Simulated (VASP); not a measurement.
Wanted: the native input for a VASP 6.6.1 run.

```yaml
Task: single point
Functional: PBE
Potentials_or_basis: VASP PAW PBE potentials, release 64 (Zn, Si, N)
Cutoff: 520 eV
k_mesh: 6 × 6 × 4
Occupations: gaussian, width 0.1 eV
Spin: no spin polarisation
Dipole_correction: no
Further_INCAR_settings: ALGO = Normal; EDIFF = 1e-06; NBANDS = 26
```

The structure of Zn2Si2N lies in POSCAR:

```
Zn2Si2N
1.0
    3.5316599165      0.0000000000      0.0000000000
    0.0000000000      3.5316599165      0.0000000000
    0.0000000000      0.0000000000      7.4393978622
Zn Si N
2 2 1
Direct
    0.0000000000      0.0000000000      0.2393721315
    0.0000000000      0.0000000000      0.7606278685
    0.0000000000      0.5000000000      0.5000000000
    0.5000000000      0.0000000000      0.5000000000
    0.0000000000      0.0000000000      0.0000000000
```

These files were run (other wordings do the same):

INCAR

```
SYSTEM = Zn2Si2N
ALGO = Normal
EDIFF = 1E-6
ENCUT = 520
GGA = PE
ISIF = 2
ISMEAR = 0
LASPH = .True.
LCHARG = .False.
LREAL = .False.
LWAVE = .False.
NBANDS = 26
NELM = 100
PREC = Accurate
SIGMA = 0.1
```

KPOINTS

```
k-points
0
Gamma
  6 6 4
  0 0 0
```

Potentials or basis: VASP PAW PBE potentials, release 64 (Zn, Si, N).

Launch:

```sh
$ cat potpaw_PBE.64/Zn/POTCAR potpaw_PBE.64/Si/POTCAR potpaw_PBE.64/N/POTCAR > POTCAR
$ mpirun -np 1 vasp_std > vasp.out
```

It gave:

```yaml
Pressure: 0.3 GPa
Largest_force: 0.118 eV/Å
```

It took 34 s on 1 thread of AMD EPYC 9R45 (Zen 5), on a shared host, peak memory 0.2 GiB.
